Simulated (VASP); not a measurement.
# In (Im-3m) in VASP: further runs

In is run at these levels: PBE+D4, PBEsol+D3(BJ), PBEsol+D4; tasks: relaxation of cell and atoms.

All numbers are computed with VASP 6.6.1; they aren't measurements. Logs are shortened: lines on timing, memory, paths and dates and some standing lists are left out, and cuts for length are marked.

**1. The cell of the first run**

Symmetry: Im-3m, No. 229, cubic system. Conventional cell: a = 3.765 Å, b = 3.765 Å, c = 3.765 Å, α = 90.00°, β = 90.00°, γ = 90.00°. Within 4.3 Å of In (site symmetry m-3m) lie 14 In at 3.26 to 3.77 Å.

**2. Relaxation of cell and atoms, PBE+D4**

The input, INCAR:

```
SYSTEM = In
PREC = Accurate
ENCUT = 600
EDIFF = 1E-6
ISMEAR = -1
SIGMA = 0.05
LREAL = .False.
LASPH = .True.
NELM = 80
ALGO = Normal
ISIF = 3
LWAVE = .False.
LCHARG = .False.
GGA = PE
IVDW = 13
IBRION = 2
NSW = 60
EDIFFG = -0.01
```

The input, KPOINTS:

```
Automatic mesh
0
Gamma
  10 10 10
  0 0 0
```

The input, POSCAR:

```
In
1.0
   -1.8825252400      1.8825252400      1.8825252400
    1.8825252400     -1.8825252400      1.8825252400
    1.8825252400      1.8825252400     -1.8825252400
In
1
Direct
    0.0000000000      0.0000000000      0.0000000000
```

Potentials or basis: VASP PAW PBE potentials, release 64 (In_d).

On the command line:

```bash
$ cat potpaw_PBE.64/In_d/POTCAR > POTCAR
$ mpirun -np 1 vasp_std > vasp.out
```

OUTCAR:

```text
SYSTEM = In
   PREC = Accurate
   ENCUT = 600
   EDIFF = 1E-6
   ISMEAR = -1
   LREAL = .False.
   LASPH = .True.
   NELM = 80
   ISIF = 3
   GGA = PE
   IVDW = 13
   IBRION = 2
   NSW = 60
   EDIFFG = -0.01

 ion  position               nearest neighbor table
   1  0.000  0.000  0.000-

  LATTYP: Found a body centered cubic cell.
 ALAT       =     3.7650504800

  Lattice vectors:

 A1 = (  -1.8825252400,   1.8825252400,   1.8825252400)
 A2 = (   1.8825252400,  -1.8825252400,   1.8825252400)
 A3 = (   1.8825252400,   1.8825252400,  -1.8825252400)

Analysis of symmetry for initial positions (statically):
=====================================================================
 Subroutine PRICEL returns:
 Original cell was already a primitive cell.

 Routine SETGRP: Setting up the symmetry group for a
 body centered cubic supercell.

 Subroutine GETGRP returns: Found 48 space group operations
 (whereof 48 operations were pure point group operations)
 out of a pool of 48 trial point group operations.

The static configuration has the point symmetry O_h .

Analysis of symmetry for dynamics (positions and initial velocities):
=====================================================================
 Subroutine PRICEL returns:
 Original cell was already a primitive cell.

 Routine SETGRP: Setting up the symmetry group for a
 body centered cubic supercell.

 Subroutine GETGRP returns: Found 48 space group operations
 (whereof 48 operations were pure point group operations)
 out of a pool of 48 trial point group operations.

The dynamic configuration has the point symmetry O_h .

 Subroutine INISYM returns: Found 48 space group operations
 (whereof 48 operations are pure point group operations),
 and found     1 'primitive' translations

----------------------------------------------------------------------------------------

                                     Primitive cell

  volume of cell :      26.6859

  direct lattice vectors                    reciprocal lattice vectors
    -1.882525240  1.882525240  1.882525240     0.000000000  0.265600689  0.265600689
     1.882525240 -1.882525240  1.882525240     0.265600689  0.000000000  0.265600689
     1.882525240  1.882525240 -1.882525240     0.265600689  0.265600689  0.000000000

  length of vectors
     3.260629362  3.260629362  3.260629362     0.375616096  0.375616096  0.375616096

  position of ions in fractional coordinates (direct lattice)
     0.000000000  0.000000000  0.000000000

  ion indices of the primitive-cell ions
   primitive index   ion index
                 1           1

----------------------------------------------------------------------------------------

 KPOINTS: Automatic mesh

Automatic generation of k-mesh.
 Grid dimensions read from file:
 generate k-points for:   10   10   10

 Generating k-lattice:

  Cartesian coordinates                     Fractional coordinates (reciprocal lattice)
     0.000000000  0.026560069  0.026560069     0.100000000  0.000000000  0.000000000
     0.026560069  0.000000000  0.026560069     0.000000000  0.100000000  0.000000000
     0.026560069  0.026560069  0.000000000     0.000000000  0.000000000  0.100000000

  Length of vectors
     0.037561610  0.037561610  0.037561610

  Shift w.r.t. Gamma in fractional coordinates (k-lattice)
     0.000000000  0.000000000  0.000000000

 Subroutine IBZKPT returns following result:
 ===========================================

 Found     47 irreducible k-points:

 Following reciprocal coordinates:
            Coordinates               Weight
  0.000000  0.000000  0.000000      1.000000
[... 48 lines left out ...]
   ISIF   =      3    stress and relaxation
   ISYM   =      2    0-nonsym 1-usesym 2-fastsym
   POTIM  = 0.5000    time-step for ionic-motion
   TEBEG  =    0.0;   TEEND  =   0.0 temperature during run
   PSTRESS=    0.0 pullay stress
   NELECT =      13.0000    total number of electrons
   NUPDOWN=      -1.0000    fix difference up-down
   EMIN   =  10.00;   EMAX   =-10.00  energy-range for DOS
   EFERMI =   0.00;   METHOD = LEGACY
   ISMEAR =    -1;   SIGMA  =   0.05  broadening in eV -4-tet -1-fermi 0-gaus
   EFERMI_NEDOS =   21; number of points for ismear=-14 and -15
   IALGO  =     38    algorithm
   IMIX   =      4    mixing-type and parameters
     AMIX     =   0.40;   BMIX     =  1.00
     AMIX_MAG =   1.60;   BMIX_MAG =  1.00
  volume/ion in A,a.u.               =      26.69       180.09
  Fermi-wavevector in a.u.,A,eV,Ry     =   1.288136  2.434225 22.576080  1.659295
  Thomas-Fermi vector in A             =   2.420108
   LORBIT       =      0    0 simple, 1 ext, 2 COOP (PROOUT), +10 PAW based schemes
   GGA     = PE    functional components
   LHFCALC =     F    Hartree Fock is set to
   AEXX    =    0.0000 exact exchange contribution
   IVDW    =    13    specifies the selected vdW correction
   LEPSILON=     F    determine dielectric tensor
   LRPA    =     F    only Hartree local field effects (RPA)
 conjugate gradient relaxation of ions
 non-spin polarized calculation
  energy-cutoff  :      600.00
  volume of cell :       26.69
 maximum number of plane-waves:       935
 NGX is ok and might be reduce to    28
   NGX = 13   NGY = 13   NGZ = 13

--------------------------------------- Ionic step        1  -------------------------------------------

 number of electron      12.9999996 magnetization

 Free energy of the ion-electron system (eV)
  ---------------------------------------------------
  ext. energy  EPLUGINS =         0.00000000
  ---------------------------------------------------
  free energy    TOTEN  =        -2.55194041 eV

  energy without entropy =       -2.54642084  energy(sigma->0) =       -2.54918062

------------------------ aborting loop because EDIFF is reached ----------------------------------------

  DFT-D4 for vdW energy calculation

  Edisp (eV):   -0.35035

  FORCE on cell =-STRESS in cart. coord.  units (eV):
  Direction    XX          YY          ZZ          XY          YZ          ZX
  --------------------------------------------------------------------------------------
  -------------------------------------------------------------------------------------
  Total      -0.08056    -0.08056    -0.08056     0.00000     0.00000    -0.00000
  in kB      -4.83697    -4.83697    -4.83697     0.00000     0.00000    -0.00000
  external pressure =       -4.84 kB  Pullay stress =        0.00 kB

 VOLUME and BASIS-vectors are now :
 -----------------------------------------------------------------------------
  energy-cutoff  :      600.00
  volume of cell :       26.69
      direct lattice vectors                 reciprocal lattice vectors
    -1.882525240  1.882525240  1.882525240     0.000000000  0.265600689  0.265600689
     1.882525240 -1.882525240  1.882525240     0.265600689  0.000000000  0.265600689
     1.882525240  1.882525240 -1.882525240     0.265600689  0.265600689  0.000000000

 POSITION                                       TOTAL-FORCE (eV/Angst)
 -----------------------------------------------------------------------------------
      0.00000      0.00000      0.00000         0.000000      0.000000      0.000000
 -----------------------------------------------------------------------------------
    total drift:                               -0.000000     -0.000000     -0.000000

  FREE ENERGIE OF THE ION-ELECTRON SYSTEM (eV)
  ---------------------------------------------------
  free  energy   TOTEN  =        -2.9022888250 eV

  energy  without entropy=       -2.8967692498  energy(sigma->0) =       -2.89952904

--------------------------------------- Ionic step        2  -------------------------------------------

 number of electron      12.9999996 magnetization

 Free energy of the ion-electron system (eV)
  ---------------------------------------------------
  ext. energy  EPLUGINS =         0.00000000
  ---------------------------------------------------
  free energy    TOTEN  =        -2.54850603 eV

  energy without entropy =       -2.54300218  energy(sigma->0) =       -2.54575410

 E-fermi :   7.3712     XC(G=0): -10.2168

 val. band max:        7.1176704954   @ k =   0.3000   0.2000   0.0000
 cond. band min:       7.3741003898   @ k =   0.2000   0.2000   0.2000
 fundamental gap:      0.2564298943
 Fermi energy:         7.3711741437

 k-point     1 :       0.0000    0.0000    0.0000
  band No.  band energies     occupation
      1      -7.2431      2.00000
      2      -7.2431      2.00000
      3      -7.2431      2.00000
      4      -6.9710      2.00000
      5      -6.9710      2.00000
      6      -2.0515      2.00000
      7      18.4610      0.00000
      8      18.4610      0.00000
      9      18.4610      0.00000
     10      20.4153      0.00000
[... 287 lines left out ...]
 k-point    24 :      -0.3000    0.3000    0.1000
  band No.  band energies     occupation
      1      -7.2716      2.00000
      2      -7.2083      2.00000
      3      -7.0417      2.00000
      4      -6.9855      2.00000
      5      -6.9650      2.00000
      6       0.2932      2.00000
      7       9.7087      0.00000
      8      13.5680      0.00000
      9      14.7097      0.00000
     10      18.3664      0.00000

 [... further k-points ...]

------------------------ aborting loop because EDIFF is reached ----------------------------------------

  DFT-D4 for vdW energy calculation

  Edisp (eV):   -0.35429

  FORCE on cell =-STRESS in cart. coord.  units (eV):
  Direction    XX          YY          ZZ          XY          YZ          ZX
  --------------------------------------------------------------------------------------
  -------------------------------------------------------------------------------------
  Total      -0.00661    -0.00661    -0.00661     0.00000     0.00000    -0.00000
  in kB      -0.40140    -0.40140    -0.40140     0.00000     0.00000    -0.00000
  external pressure =       -0.40 kB  Pullay stress =        0.00 kB

 VOLUME and BASIS-vectors are now :
 -----------------------------------------------------------------------------
  energy-cutoff  :      600.00
  volume of cell :       26.38
      direct lattice vectors                 reciprocal lattice vectors
    -1.875208501  1.875208501  1.875208501     0.000000000  0.266637017  0.266637017
     1.875208501 -1.875208501  1.875208501     0.266637017  0.000000000  0.266637017
     1.875208501  1.875208501 -1.875208501     0.266637017  0.266637017  0.000000000

 POSITION                                       TOTAL-FORCE (eV/Angst)
 -----------------------------------------------------------------------------------
      0.00000      0.00000      0.00000        -0.000000      0.000000     -0.000000
 -----------------------------------------------------------------------------------
    total drift:                               -0.000000     -0.000000     -0.000000

  FREE ENERGIE OF THE ION-ELECTRON SYSTEM (eV)
  ---------------------------------------------------
  free  energy   TOTEN  =        -2.9027993130 eV

  energy  without entropy=       -2.8972954620  energy(sigma->0) =       -2.90004739

 reached required accuracy - stopping structural energy minimisation
```

Run time: 34 s. Hardware: 1 thread of Intel Xeon 8259CL, shared host; peak memory 0.17 GiB.

What came out:

```yaml
Free_energy: -2.9028 eV
Relaxed_volume: 26.38 Å³/atom
Relaxed_cell: a = 3.248 Å, b = 3.248 Å, c = 3.248 Å, α = 109.47°, β = 109.47°, γ = 109.47°
Space_group_after_relaxing_to_0.05_Å: Im-3m (No. 229)
Energy_gained_by_relaxing: 0.5 meV/atom
Ionic_steps: 2
Pressure_after_relaxing: 0.0 GPa
Dispersion_energy_per_atom: -0.354 eV
```

The path:
```
step  energy change (eV)  largest force (eV/Å)  pressure (GPa)  volume (Å³)
   1              0.0000                0.0000           -0.48        26.69
   2             -0.0005                0.0000           -0.04        26.38
```

Final structure:
```cif
data_structure
_symmetry_space_group_name_H-M 'P 1'
_symmetry_Int_Tables_number 1
_cell_length_a 3.2480
_cell_length_b 3.2480
_cell_length_c 3.2480
_cell_angle_alpha 109.471
_cell_angle_beta 109.471
_cell_angle_gamma 109.471
_cell_volume 26.38
loop_
_atom_site_label
_atom_site_type_symbol
_atom_site_fract_x
_atom_site_fract_y
_atom_site_fract_z
_atom_site_occupancy
In1 In 0.00000 0.00000 0.00000 1
```

Caveat: spin-orbit coupling is left out, which moves the levels of the heavy elements; pairwise dispersion overbinds metals, which lowers pressure and volume.

(Part 1 of 2 ends here.)
